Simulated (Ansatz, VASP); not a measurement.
## Two plane-wave programs on Be5Te

```xyz
12
Lattice="3.9700 0.0000 0.0000 -1.9850 3.4381 0.0000 0.0000 0.0000 10.6000" Properties=species:S:1:pos:R:3 pbc="T T T"
Be    0.0000    0.0000    0.0000
Be   -1.3233    2.2921    8.7980
Be    0.6617    3.4381    8.7980
Be    1.9850    1.1460    0.0000
Be    0.0000    2.2921    0.0000
Be    0.6616    1.1460    8.7980
Be    2.6466    2.2921    1.8020
Be    0.6617    1.1460    1.8020
Be    2.6467    0.0000    1.8020
Be    0.0000    0.0000    5.3000
Te    1.9850    1.1460    6.7416
Te    0.0000    2.2921    3.8584
```

Alike in both runs: task relaxation of cell and atoms; functional PBE; k mesh 5 × 5 × 2; occupations gaussian, width 0.2 eV; no spin polarisation.

|  | VASP | Ansatz |
| --- | --- | --- |
| version | VASP 6.6.1 | Ansatz 0.2.0 |
| potentials or method | VASP PAW PBE potentials, release 64 (Be, Te), cutoff 600 eV | scalar-relativistic, plane waves, PAW |
| valence electrons in the cell | 32 | 52 |

```csv
,VASP,Ansatz,Ansatz less VASP
"gap on the k mesh at the Fermi level, each at its own relaxed structure (eV)",none,none,-
relaxed volume (Å³/atom),11.97,12.08,+0.103
relaxed cell length with the largest relative difference (Å),10.796,10.853,+0.0569
```

A gap of «none» marks a metal or a gap that the smearing closes. VASP's potentials hold 32 valence electrons a cell and Ansatz's 52, so a difference there can come from the potentials and not from the codes.

The k mesh is coarse, so the values compare programs but aren't converged. Spin-orbit coupling is off throughout.
